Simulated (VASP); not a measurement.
Input of a VASP 6.6.1 run:

INCAR

```
SYSTEM = BaTiO3
PREC     = Accurate       ! precision mode
ENCUT    = 520            ! plane-wave cutoff, eV
EDIFF    = 1E-7           ! SCF threshold, eV
ISMEAR   = -1             ! smearing method
SIGMA    = 0.02           ! smearing width, eV
LREAL    = .False.        ! projectors in reciprocal space
LASPH    = .True.         ! aspherical terms in the spheres
NELM     = 80             ! most SCF steps
ALGO     = Normal         ! electronic algorithm
ISIF     = 2              ! what is computed and relaxed
LWAVE    = .False.        ! write WAVECAR
LCHARG   = .False.        ! write CHGCAR
GGA      = PE             ! functional
IBRION   = 2              ! ionic algorithm
NSW      = 80             ! ionic steps
EDIFFG   = -0.02          ! ionic threshold
```

KPOINTS

```
Automatic mesh
0
Gamma
  8 8 8
  0 0 0
```

POSCAR

```
BaTiO3
1.0
    3.9457420220      0.0000000000      0.0000000000
    0.0000000000      3.9457420220      0.0000000000
    0.0000000000      0.0000000000      3.9636960459
Ba Ti O
1 1 3
Direct
    0.0000000000      0.0000000000     -0.0029689668
    0.5000000000      0.5000000000      0.4826505826
    0.5000000000      0.5000000000      0.0222697536
    0.5000000000      0.0000000000      0.5130243154
    0.0000000000      0.5000000000      0.5130243154
```

Potentials or basis: VASP PAW PBE potentials, release 64 (Ba_sv, Ti_sv, O).

Run with:

```sh
$ cat potpaw_PBE.64/Ba_sv/POTCAR potpaw_PBE.64/Ti_sv/POTCAR potpaw_PBE.64/O/POTCAR > POTCAR
$ mpirun -np 1 vasp_std > vasp.out
```

Problem. Predict the band gap on the k mesh.

Solution. 1.84 eV (least direct gap 2.05 eV).

Problem. Predict the energy gained by relaxing.

Solution. 2.3 meV/atom.

Stress tensor (GPa, compression positive):
```
11.80  0.00  0.00
 0.00 11.80  0.00
 0.00  0.00 12.05
```

Caveat: spin-orbit coupling is left out, which moves the levels of the heavy elements. A k mesh can miss the band edges.
